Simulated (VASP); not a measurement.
Set up this calculation in VASP 6.6.1, as the native input.

```
Task                   : single point
Functional             : r2SCAN
Potentials or basis    : VASP PAW PBE potentials, release 64 (Si, C)
Cutoff                 : 520 eV
k mesh                 : 12 × 12 × 6
Occupations            : gaussian, width 0.02 eV
Spin                   : no spin polarisation
Dipole correction      : no
Further INCAR settings : ALGO = Normal; EDIFF = 1e-07; NBANDS = 16
```

SiC:

```
CELL_PARAMETERS angstrom
3.25982 0.00000 0.00000
-1.62991 2.82308 0.00000
0.00000 0.00000 5.00475
ATOMIC_POSITIONS crystal
Si 0.33333 0.66667 0.49724
Si 0.66667 0.33333 0.99724
C 0.33333 0.66667 0.87776
C 0.66667 0.33333 0.37776
```

This cell differs from its parent crystal: biaxial strain in the a-b plane: +6.0 %, then relaxed in part.

These files were run (other wordings do the same):

POSCAR

```
SiC
1.0
    3.2598154260      0.0000000000      0.0000000000
   -1.6299077130      2.8230829706      0.0000000000
    0.0000000000      0.0000000000      5.0047481414
Si C
2 2
Direct
    0.3333333333      0.6666666667      0.4972424437
    0.6666666667      0.3333333333      0.9972424437
    0.3333333333      0.6666666667      0.8777575563
    0.6666666667      0.3333333333      0.3777575563
```

INCAR.step1

```
PREC = Accurate ; ENCUT = 520
ISMEAR = 0 ; SIGMA = 0.02
LREAL = False ; LASPH = True
NELM = 60 ; NBANDS = 16
GGA = PE ; ALGO = Normal
EDIFF = 1E-4 ; LWAVE = True
LCHARG = False
```

INCAR.step2

```
PREC = Accurate ; ENCUT = 520
EDIFF = 1E-7 ; ISMEAR = 0
SIGMA = 0.02 ; LREAL = False
LASPH = True ; NELM = 60
ALGO = Normal ; ISIF = 2
LWAVE = False ; LCHARG = False
METAGGA = R2SCAN ; LMIXTAU = True
NBANDS = 16 ; ISTART = 1
```

KPOINTS

```
Automatic mesh
0
Gamma
  12 12 6
```

Potentials or basis: VASP PAW PBE potentials, release 64 (Si, C).

Run with:

```console
$ cat potpaw_PBE.64/Si/POTCAR potpaw_PBE.64/C/POTCAR > POTCAR
$ cp INCAR.step1 INCAR
$ mpirun -np 1 vasp_std > vasp.out
$ cp INCAR.step2 INCAR
$ mpirun -np 1 vasp_std > vasp.out
```

Results of the run:

```yaml
Pressure: -19.5 GPa
Band_gap_on_the_k_mesh: 2.31 eV, indirect (least direct gap 3.21 eV)
```

Caveat: the cell differs from its parent crystal (biaxial strain in the a-b plane: +6.0 %, then relaxed in part); the PAW data sets were made with another functional, which shifts forces and pressure a little.

Run time: 89 s on 1 thread of Intel(R) Xeon(R) Platinum 8488C (Sapphire Rapids) (shared host), peak memory 0.19 GiB.
